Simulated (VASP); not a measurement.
Crystal: ZnS.

```
Zn S
1.0
     0.00000    2.73756    2.73756
     2.73756    0.00000    2.73756
     2.73756    2.73756    0.00000
Zn S
1 1
Direct
  0.75000 0.75000 0.75000
  0.00000 0.00000 0.00000
```

Base run:

| Item | Value |
| --- | --- |
| Program | VASP 6.6.1 |
| Functional | r2SCAN0 |
| Potentials or basis | VASP PAW PBE potentials, release 64 (Zn, S) |
| Cutoff | 520 eV |
| k mesh | 5 × 5 × 5 |
| Occupations | fermi-dirac, width 0.05 eV |
| Spin | no spin polarisation |

Its results: band gap on the k mesh 4.18 eV; pressure -3.4 GPa.

The run is repeated on the same cell with these changes: functional from r2SCAN0 to PBE0. What comes out?

Band gap on the k mesh 3.84 eV; pressure -2.2 GPa.

Caveats: the PAW data sets were made with another functional, which shifts forces and pressure a little; the cell stands under tension (at least some runs).

